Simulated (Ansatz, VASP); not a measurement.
**Rb: VASP beside Ansatz**

The input INCAR:

```
ALGO     = Normal         # electronic algorithm
EDIFF    = 1E-7           # SCF threshold, eV
ENCUT    = 520            # plane-wave cutoff, eV
GGA      = PE             # functional
ISIF     = 2              # what is computed and relaxed
ISMEAR   = 0              # smearing method
LASPH    = T              # aspherical terms in the spheres
LCHARG   = T              # write CHGCAR
LELF     = T              # ELF
LREAL    = F              # projectors in reciprocal space
LVHAR    = T            
LWAVE    = F              # write WAVECAR
NBANDS   = 10             # bands
NELM     = 60             # most SCF steps
PREC     = Accurate       # precision mode
SIGMA    = 0.1            # smearing width, eV
```

File KPOINTS:

```
k-points
0
Gamma
  4 4 4
```

Contents of POSCAR:

```
Rb
1.0
    4.0198488700      0.0000000000      0.0000000000
    0.0000000000      4.3473505200      0.0000000000
    0.0000000000      0.0000000000      5.3537681600
Rb
1
Direct
    0.0000000000      0.0000000000      0.0000000000
```

Input for Ansatz:

```yaml
crystal:
  lattice:
    - [4.01984887, 0.0, 0.0]
    - [0.0, 4.34735052, 0.0]
    - [0.0, 0.0, 5.35376816]
  atoms:
    - { symbol: Rb, position: [0.0, 0.0, 0.0] }
basis:
  ecutwfc: 420
kpoints:
  mp_grid: { grid: [4, 4, 4] }
hamiltonian:
  xc: pbe
scf:
  occupations: { method: gaussian, width: 0.1 }
  lower_state_search: "off"
output:
  forces: true
  stress: true
  eigenvalues: true
```

Alike in both runs: task single point; functional PBE; k mesh 4 × 4 × 4; occupations gaussian, width 0.1 eV; no spin polarisation.

|  | VASP | Ansatz |
| --- | --- | --- |
| version | VASP 6.6.1 | Ansatz 0.2.0 |
| potentials or method | VASP PAW PBE potentials, release 64 (Rb_sv), cutoff 520 eV | scalar-relativistic, plane waves, PAW |
| valence electrons in the cell | 9 | 9 |

```csv
,VASP,Ansatz,Ansatz less VASP
gap on the k mesh at the Fermi level (eV),none,none,-
pressure (GPa),0.4,0.4,0.00
"traceless stress, the component that is largest in VASP (GPa)",-0.94,-0.94,+0.001
```

A gap of «none» marks a metal or a gap that the smearing closes.

The k mesh is coarse, so the values compare programs but aren't converged.
